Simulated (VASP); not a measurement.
Input of a VASP 6.6.1 run:

Contents of INCAR:

```
ALGO = Normal
EDIFF = 1E-6
ENCUT = 520
GGA = CA
ISIF = 2
ISMEAR = -1
ISPIN = 2
ISYM = 0
LASPH = T
LCHARG = T
LELF = T
LORBIT = 11
LREAL = F
LVHAR = T
LWAVE = F
MAGMOM = 3
NBANDS = 16
NELM = 150
PREC = Accurate
SIGMA = 0.01
```

File KPOINTS:

```
k-points
0
Gamma
  1 1 1
```

File POSCAR:

```
Tl
1.0
   14.0000000000      0.0000000000      0.0000000000
    0.0000000000     14.4000000000      0.0000000000
    0.0000000000      0.0000000000     14.8000000000
Tl
1
Direct
    0.5000000000      0.5000000000      0.5000000000
```

Potentials or basis: VASP PAW LDA potentials, release 64 (Tl_d).

Command:

```bash
$ cat potpaw_LDA.64/Tl_d/POTCAR > POTCAR
$ mpirun -np 1 vasp_gam > vasp.out
```

(1) What does it give for the net moment?

(2) Predict the site moments.

## Answers

(1) 1.00 μB per cell.

(2) Tl +0.23 μB.
